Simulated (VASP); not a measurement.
# BN (P-1) in VASP: notebook, part 3 of 3

VASP 6.6.1. Earlier steps stand in the parts before.

### 4 Electric field gradients, PBE (equal xy, yz and zx shear strains of +2 %)

Input file INCAR:

```
SYSTEM = BN
  PREC = Accurate
  ENCUT = 520
  EDIFF = 1E-8
  ISMEAR = -1
  SIGMA = 0.02
  LREAL = .FALSE.
  LASPH = .TRUE.
  NELM = 100
  ALGO = Normal
  ISIF = 2
  LWAVE = .FALSE.
  LCHARG = .FALSE.
  GGA = PE
  LEFG = .TRUE.
  NBANDS = 16
```

Input file KPOINTS:

```
Automatic mesh
0
G
  11 11 4
  0 0 0
```

Input file POSCAR:

```
BN
1.0
    2.5039917043      0.0250399170      0.0250399170
   -1.2303106479      2.1560004683      0.0091652458
    0.0666120000      0.0666120000      6.6612000000
B N
2 2
Direct
    0.3333333333      0.6666666667      0.2500000000
    0.6666666667      0.3333333333      0.7500000000
    0.3333333333      0.6666666667      0.7500000000
    0.6666666667      0.3333333333      0.2500000000
```

Potentials or basis: VASP PAW PBE potentials, release 64 (B, N).

Run with:

```bash
$ cat potpaw_PBE.64/B/POTCAR potpaw_PBE.64/N/POTCAR > POTCAR
$ mpirun -np 1 vasp_std > vasp.out
```

OUTCAR:

```text
SYSTEM = BN
   PREC = Accurate
   ENCUT = 520
   EDIFF = 1E-8
   ISMEAR = -1
   LREAL = .FALSE.
   LASPH = .TRUE.
   NELM = 100
   ISIF = 2
   GGA = PE

 ion  position               nearest neighbor table
   1  0.333  0.667  0.250-   4 1.43   4 1.45   4 1.46
   2  0.667  0.333  0.750-   3 1.43   3 1.45   3 1.46
   3  0.333  0.667  0.750-   2 1.43   2 1.45   2 1.46
   4  0.667  0.333  0.250-   1 1.43   1 1.45   1 1.46

  LATTYP: Found a triclinic cell.
 ALAT       =     2.5042420910
 B/A-ratio  =     0.9912599912
 C/A-ratio  =     3.1426218773
 COS(alpha) =     0.0006946944
 COS(beta)  =     0.4658351233
 COS(gamma) =     0.4868514561

  Lattice vectors:

 A1 = (   2.5039917043,   0.0250399170,   0.0250399170)
 A2 = (   1.2303106479,  -2.1560004683,  -0.0091652458)
 A3 = (   3.7110607607,   2.1394683023,  -6.6019549202)

Analysis of symmetry for initial positions (statically):
=====================================================================
 Subroutine PRICEL returns:
 Original cell was already a primitive cell.

 Routine SETGRP: Setting up the symmetry group for a
 triclinic supercell.

 Subroutine GETGRP returns: Found  2 space group operations
 (whereof  2 operations were pure point group operations)
 out of a pool of  2 trial point group operations.

The static configuration has the point symmetry S_2 .

Analysis of symmetry for dynamics (positions and initial velocities):
=====================================================================
 Subroutine PRICEL returns:
 Original cell was already a primitive cell.

 Routine SETGRP: Setting up the symmetry group for a
 triclinic supercell.

 Subroutine GETGRP returns: Found  2 space group operations
 (whereof  2 operations were pure point group operations)
 out of a pool of  2 trial point group operations.

The dynamic configuration has the point symmetry S_2 .

 Subroutine INISYM returns: Found  2 space group operations
 (whereof  2 operations are pure point group operations),
 and found     1 'primitive' translations

----------------------------------------------------------------------------------------

                                     Primitive cell

  volume of cell :      36.1593

  direct lattice vectors                    reciprocal lattice vectors
     2.503991704  0.025039917  0.025039917     0.397158100  0.226662759 -0.006238209
    -1.230310648  2.156000468  0.009165246    -0.004566686  0.461235249 -0.004566686
     0.066612000  0.066612000  6.661200000    -0.001486662 -0.001486662  0.150152834

  length of vectors
     2.504242091  2.482354993  6.661866087     0.457328632  0.461280461  0.150167553

  position of ions in fractional coordinates (direct lattice)
     0.333333333  0.666666667  0.250000000
     0.666666667  0.333333333  0.750000000
     0.333333333  0.666666667  0.750000000
     0.666666667  0.333333333  0.250000000

  ion indices of the primitive-cell ions
   primitive index   ion index
                 1           1
[... 90 lines left out ...]
   ISMEAR =    -1;   SIGMA  =   0.02  broadening in eV -4-tet -1-fermi 0-gaus
   EFERMI_NEDOS =   21; number of points for ismear=-14 and -15
   IALGO  =     38    algorithm
   IMIX   =      4    mixing-type and parameters
     AMIX     =   0.40;   BMIX     =  1.00
     AMIX_MAG =   1.60;   BMIX_MAG =  1.00
  volume/ion in A,a.u.               =       9.04        61.00
  Fermi-wavevector in a.u.,A,eV,Ry     =   1.247503  2.357439 21.174261  1.556264
  Thomas-Fermi vector in A             =   2.381632
   LORBIT       =      0    0 simple, 1 ext, 2 COOP (PROOUT), +10 PAW based schemes
   GGA     = PE    functional components
   LHFCALC =     F    Hartree Fock is set to
   AEXX    =    0.0000 exact exchange contribution
   IVDW    =     0    specifies the selected vdW correction
   LEPSILON=     F    determine dielectric tensor
   LRPA    =     F    only Hartree local field effects (RPA)
 non-spin polarized calculation
  energy-cutoff  :      520.00
  volume of cell :       36.16
 maximum number of plane-waves:       989
   NGX =  9   NGY =  9   NGZ = 25

 number of electron      15.9999996 magnetization

 Free energy of the ion-electron system (eV)
  ---------------------------------------------------
  ext. energy  EPLUGINS =         0.00000000
  ---------------------------------------------------
  free energy    TOTEN  =       -35.13711817 eV

  energy without entropy =      -35.13711817  energy(sigma->0) =      -35.13711817

 E-fermi :   2.7727     XC(G=0): -10.0512

 val. band max:        2.2936764724   @ k =  -0.3636  -0.3636   0.2500
 cond. band min:       6.5470676638   @ k =   0.4545   0.0909   0.0000
 fundamental gap:      4.2533911914
 Fermi energy:         2.7726755445

 k-point     1 :       0.0000    0.0000    0.0000
  band No.  band energies     occupation
      1     -15.5456      2.00000
      2     -15.2577      2.00000
      3      -3.9507      2.00000
      4      -1.8543      2.00000
      5       0.8743      2.00000
      6       0.9104      2.00000
[... 433 lines left out ...]
      3      -5.1663      2.00000
      4      -5.1029      2.00000
      5      -2.8522      2.00000
      6      -2.7860      2.00000
[... 8 lines left out ...]
     15      16.6170      0.00000
     16      18.6896      0.00000

 [... further k-points ...]

------------------------ aborting loop because EDIFF is reached ----------------------------------------

  FORCE on cell =-STRESS in cart. coord.  units (eV):
  Direction    XX          YY          ZZ          XY          YZ          ZX
  --------------------------------------------------------------------------------------
  -------------------------------------------------------------------------------------
  Total        0.8724604      0.8699018      0.6145099     -1.6997928     -0.0338774     -0.0339508
  in kB       38.6577750     38.5444072     27.2282683    -75.3159808     -1.5010715     -1.5043240
  external PRESSURE =      34.8101502 kB  Pullay stress =       0.0000000 kB

 VOLUME and BASIS-vectors are now :
 -----------------------------------------------------------------------------
  energy-cutoff  :      520.00
  volume of cell :       36.16
      direct lattice vectors                 reciprocal lattice vectors
     2.503991704  0.025039917  0.025039917     0.397158100  0.226662759 -0.006238209
    -1.230310648  2.156000468  0.009165246    -0.004566686  0.461235249 -0.004566686
     0.066612000  0.066612000  6.661200000    -0.001486662 -0.001486662  0.150152834

 POSITION                                       TOTAL-FORCE (eV/Angst)
 -----------------------------------------------------------------------------------
      0.03111      1.46233      1.67976        -0.252103      0.012440     -0.002747
      1.30918      0.78532      5.01565         0.252103     -0.012440      0.002747
      0.06442      1.49564      5.01036        -0.254663      0.012534     -0.002198
      1.27588      0.75201      1.68505         0.254663     -0.012534      0.002198
 -----------------------------------------------------------------------------------
    total drift:                                0.000000     -0.000000     -0.000000

  FREE ENERGIE OF THE ION-ELECTRON SYSTEM (eV)
  ---------------------------------------------------
  free  energy   TOTEN  =       -35.1371181673 eV

  energy  without entropy=      -35.1371181673  energy(sigma->0) =      -35.13711817

 Electric field gradients (V/A^2)
---------------------------------------------------------------------
 ion       V_xx      V_yy      V_zz      V_xy      V_xz      V_yz
---------------------------------------------------------------------
   1     -17.543   -17.516    35.059     0.888    -0.514    -0.513
   2     -17.543   -17.516    35.059     0.888    -0.514    -0.513
   3      -0.855    -0.894     1.749     3.716     0.089     0.090
   4      -0.855    -0.894     1.749     3.716     0.089     0.090
---------------------------------------------------------------------

 Electric field gradients after diagonalization (V/A^2)
 (convention: |V_zz| > |V_xx| > |V_yy|)
----------------------------------------------------------------------
 ion       V_xx      V_yy      V_zz     asymmetry (V_yy - V_xx)/ V_zz
----------------------------------------------------------------------
   1     -18.417   -16.652    35.070       0.050
   2     -18.417   -16.652    35.070       0.050
   3       2.856     1.735    -4.590       0.244
   4       2.856     1.735    -4.590       0.244
----------------------------------------------------------------------

           NMR quadrupolar parameters

 Cq : quadrupolar parameter    Cq=e*Q*V_zz/h
 eta: asymmetry parameters     (V_yy - V_xx)/ V_zz
 Q  : nuclear electric quadrupole moment in mb (millibarn)
----------------------------------------------------------------------
 ion       Cq(MHz)       eta       Q (mb)
----------------------------------------------------------------------
   1       0.085       0.050       1.000
   2       0.085       0.050       1.000
   3      -0.011       0.244       1.000
   4      -0.011       0.244       1.000
----------------------------------------------------------------------
```

OSZICAR:

```text
N       E                     dE             d eps       ncg     rms          rms(c)
DAV:   1     0.502464304210E+02    0.50246E+02   -0.79950E+03  7784   0.923E+02
DAV:   2    -0.354366422198E+02   -0.85683E+02   -0.77535E+02 10760   0.222E+02
DAV:   3    -0.386844639035E+02   -0.32478E+01   -0.32350E+01 10104   0.430E+01
DAV:   4    -0.387052115377E+02   -0.20748E-01   -0.20743E-01  9744   0.381E+00
DAV:   5    -0.387054047279E+02   -0.19319E-03   -0.19319E-03 10072   0.352E-01    0.113E+01
DAV:   6    -0.354938044768E+02    0.32116E+01   -0.51920E+00 10272   0.175E+01    0.506E+00
DAV:   7    -0.352151913798E+02    0.27861E+00   -0.57181E-01 10936   0.552E+00    0.317E+00
DAV:   8    -0.351408255155E+02    0.74366E-01   -0.23391E-01 10528   0.325E+00    0.472E-01
DAV:   9    -0.351360681339E+02    0.47574E-02   -0.15378E-02  8816   0.101E+00    0.197E-01
DAV:  10    -0.351370026939E+02   -0.93456E-03   -0.13501E-03  9544   0.280E-01    0.359E-02
DAV:  11    -0.351370989903E+02   -0.96296E-04   -0.90208E-05  9680   0.762E-02    0.240E-02
DAV:  12    -0.351371178246E+02   -0.18834E-04   -0.32462E-05  8824   0.390E-02    0.236E-03
DAV:  13    -0.351371180669E+02   -0.24226E-06   -0.64761E-07 10616   0.688E-03    0.874E-04
DAV:  14    -0.351371181618E+02   -0.94934E-07   -0.14127E-07  8504   0.260E-03    0.263E-04
DAV:  15    -0.351371181673E+02   -0.54777E-08   -0.42241E-09  8920   0.558E-04
   1 F= -.35137118E+02 E0= -.35137118E+02  d E =-.551625E-12
```

stdout:

```text
POSCAR found type information on POSCAR B N
 POSCAR found :  2 types and       4 ions
 scaLAPACK will be used
 LDA part: xc-table for (Slater+PW92), standard interpolation
 POSCAR, INCAR and KPOINTS ok, starting setup
 FFT: planning ... GRIDC
 FFT: planning ... GRID_SOFT
 FFT: planning ... GRID
 WAVECAR not read
 entering main loop
ion   1
     0.0000257    -1.0086828     0.4184482   -25.0970311     0.4188072     0.0184265
     0.0000354    -1.0086828     0.4184482   -25.0970311     0.4188072     0.0184265
     0.0000487    -1.0086828     0.4184482   -25.0970310     0.4188072     0.0184265
     0.0000671    -1.0086828     0.4184482   -25.0970308     0.4188072     0.0184265

     0.0000257    -1.4441728     0.5727135   -34.3665950     0.5732284     0.0251491
     0.0000354    -1.4441728     0.5727135   -34.3665942     0.5732284     0.0251491
     0.0000487    -1.4441727     0.5727135   -34.3665926     0.5732283     0.0251491
     0.0000671    -1.4441726     0.5727134   -34.3665900     0.5732283     0.0251491
[... 23 lines left out ...]
ion   4
     0.0000281    -1.8346335     0.0726208    -7.2517937     0.0725494    -0.0020277
     0.0000381    -1.8346335     0.0726208    -7.2517937     0.0725494    -0.0020277
     0.0000517    -1.8346335     0.0726208    -7.2517937     0.0725494    -0.0020277
     0.0000701    -1.8346335     0.0726208    -7.2517937     0.0725494    -0.0020277

     0.0000281    -3.9080003     0.0281704    -8.1492577     0.0282264    -0.0080551
     0.0000381    -3.9079999     0.0281705    -8.1492575     0.0282264    -0.0080551
     0.0000517    -3.9079993     0.0281705    -8.1492573     0.0282264    -0.0080551
     0.0000701    -3.9079982     0.0281705    -8.1492569     0.0282264    -0.0080551
```

It took 62 s on 1 thread of Intel Xeon 6975P-C (Granite Rapids), shared host; peak memory 0.23 GiB.

What came out:

```
Free energy                             : -35.1371 eV
Pressure                                : 3.5 GPa
Largest force                           : 0.255 eV/Å
Band gap on the k mesh                  : 4.25 eV (least direct gap 4.64 eV)
Largest electric field gradient by atom : B +35.1; N -4.6 V/Å²
```

Forces on the atoms (eV/Å):
```
B   -0.252  0.012 -0.003
B    0.252 -0.012  0.003
N   -0.255  0.013 -0.002
N    0.255 -0.013  0.002
```

Stress tensor (GPa, compression positive):
```
 3.87 -7.53 -0.15
-7.53  3.85 -0.15
-0.15 -0.15  2.72
```

Levels at points of the mesh, in eV from the valence-band top:
| k point | band 5 | band 6 | band 7 | band 8 | band 9 | band 10 | band 11 | band 12 |
| --- | --- | --- | --- | --- | --- | --- | --- | --- |
| (0.00, 0.00, 0.00) | -1.42 | -1.38 | -1.32 | -1.29 | 5.20 | 10.24 | 11.19 | 11.39 |
| (0.00, 0.00, 0.50) | -1.40 | -1.40 | -1.31 | -1.31 | 7.54 | 7.54 | 11.31 | 11.33 |

Electric field gradients, principal values (V/Å²):
| atom | least | middle | greatest (by size) |
| --- | --- | --- | --- |
| 1 B | -16.652 | -18.417 | 35.070 |
| 2 B | -16.652 | -18.417 | 35.070 |
| 3 N | 1.735 | 2.856 | -4.590 |
| 4 N | 1.735 | 2.856 | -4.590 |

Caveat: the cell differs from its parent crystal (equal xy, yz and zx shear strains of +2 %); the cell stands under pressure; without QUAD_EFG the Cq values of the log hold for a quadrupole moment of 1 mb, not for the nuclei; an odd mesh through Γ misses points on the zone boundary, where band edges can lie.
